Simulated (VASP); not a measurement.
Wanted: the native input for a VASP 6.6.1 run.

* Task: single point
* Functional: PBEsol
* Potentials or basis: VASP PAW PBE potentials, release 64 (B)
* Cutoff: 520 eV
* k mesh: 24 × 24 × 10
* Occupations: gaussian, width 0.1 eV
* Spin: no spin polarisation
* Dipole correction: no
* Further INCAR settings: ALGO = Normal; EDIFF = 1e-07; NBANDS = 8

The structure of B lies in POSCAR:

```
B
1.0
    1.6813574481      0.0090399223      0.0169562384
   -0.8328499217      1.4319841806      0.0048942419
    0.0362088116      0.0329732852      3.5296683993
B
1
Direct
    0.0000000000      0.0000000000      0.0000000000
```

This cell differs from its parent crystal: the cell strained at random.

These files were run (other wordings do the same):

INCAR

```
SYSTEM = B
ALGO = Normal
EDIFF = 1E-7
ENCUT = 520
GGA = PS
ISIF = 2
ISMEAR = 0
LASPH = .True.
LCHARG = .False.
LREAL = .False.
LWAVE = .False.
NBANDS = 8
NELM = 80
PREC = Accurate
SIGMA = 0.1
```

KPOINTS

```
k-points
0
Gamma
  24 24 10
  0 0 0
```

Potentials or basis: VASP PAW PBE potentials, release 64 (B).

Run with:

```sh
$ cat potpaw_PBE.64/B/POTCAR > POTCAR
$ mpirun -np 1 vasp_std > vasp.out
```

It gave:

The pressure is 14.5 GPa.

Caveat: the cell differs from its parent crystal (the cell strained at random); the PAW data sets were made with another functional, which shifts forces and pressure a little.

Run time: 3.8 min on 1 thread of Intel Xeon 8259CL, on a shared host, peak memory 0.26 GiB.
